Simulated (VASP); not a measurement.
Write the native input for VASP 6.6.1 that does the following.

```yaml
Task: single point
Functional: revPBE
Potentials_or_basis: VASP PAW PBE potentials, release 64 (Zn)
Cutoff: 520 eV
k_mesh: 13 × 13 × 13
Occupations: fermi-dirac, width 0.1 eV
Spin: no spin polarisation
Dipole_correction: no
Further_INCAR_settings: ALGO = Normal; EDIFF = 1e-06; NBANDS = 12
```

The structure of Zn lies in POSCAR:

```
Zn
1.0
    2.6972856143      0.0000000000      0.0000000000
    0.0000000000      2.6972856143      0.0000000000
    0.0000000000      0.0000000000      2.6972856143
Zn
1
Direct
    0.0000000000      0.0000000000      0.0000000000
```

This cell differs from its parent crystal: volume scaled by 1.04.

These files were run (other wordings do the same):

INCAR

```
SYSTEM = Zn
PREC = Accurate ; ENCUT = 520
EDIFF = 1E-6 ; ISMEAR = -1
SIGMA = 0.1 ; LREAL = .False.
LASPH = .True. ; NELM = 60
ALGO = Normal ; ISIF = 2
LWAVE = .False. ; LCHARG = .True.
GGA = RE ; LELF = .True.
LVHAR = .True. ; NBANDS = 12
```

KPOINTS

```
Automatic mesh
0
Gamma
  13 13 13
  0 0 0
```

Potentials or basis: VASP PAW PBE potentials, release 64 (Zn).

Command:

```console
$ cat potpaw_PBE.64/Zn/POTCAR > POTCAR
$ mpirun -np 1 vasp_std > vasp.out
```

It gave:

```json
{"Pressure": "-1.3 GPa", "Band gap on the k mesh": "zero (band 6 reaches 5.82 eV, above the bottom of band 7 at -0.32 eV)"}
```

Caveat: the PAW data sets were made with another functional, which shifts forces and pressure a little.

Run time: 12 s on 1 thread of Intel(R) Xeon(R) Platinum 8259CL CPU @ 2.50GHz (Skylake/Cascade Lake), with other jobs on the host, peak memory 0.13 GiB.
